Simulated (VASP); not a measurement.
Runs of VASP 6.6.1 on CsH. The structure is that of space group I4/mmm (No. 139), or close to it. The cells are those of the table. 

| cell | gap on the mesh (eV) | pressure (GPa) |
| --- | --- | --- |
| a = 4.332, b = 4.332, c = 4.509 Å, angles 58.6, 58.6, 62.7°, 2 atoms | (a) | -0.3 |
| a = 4.419, b = 4.419, c = 4.509 Å, angles 59.3, 59.3, 61.3°, 2 atoms | 1.87 | -0.9 |
| a = 4.332, b = 4.332, c = 4.148 Å, angles 61.4, 61.4, 57.2°, 2 atoms | 1.61 | 0.7 |
| a = 4.523, b = 4.523, c = 4.148 Å, angles 62.7, 62.7, 54.6°, 2 atoms | 1.66 | (d) |
| a = 4.239, b = 4.239, c = 4.328 Å, angles 59.3, 59.3, 61.4°, 2 atoms | (b) | 0.5 |
| a = 4.427, b = 4.427, c = 4.148 Å, angles 62.1, 62.1, 55.9°, 2 atoms | (c) | 0.4 |

Alike in all rows: task single point; level LDA; potentials or basis VASP PAW LDA potentials, release 64 (Cs_sv, H); no spin polarisation; k mesh 8 × 8 × 8; cutoff (eV) 520; smearing gaussian 0.05 eV.

Problem. Estimate the missing entries.

Solution. (a) 1.77; (b) 1.65; (c) 1.64; (d) 0.3.

Caveats: spin-orbit coupling is left out, which moves the levels of the heavy elements.

A k mesh can miss the band edges, and the runs leave out spin-orbit coupling on Cs.
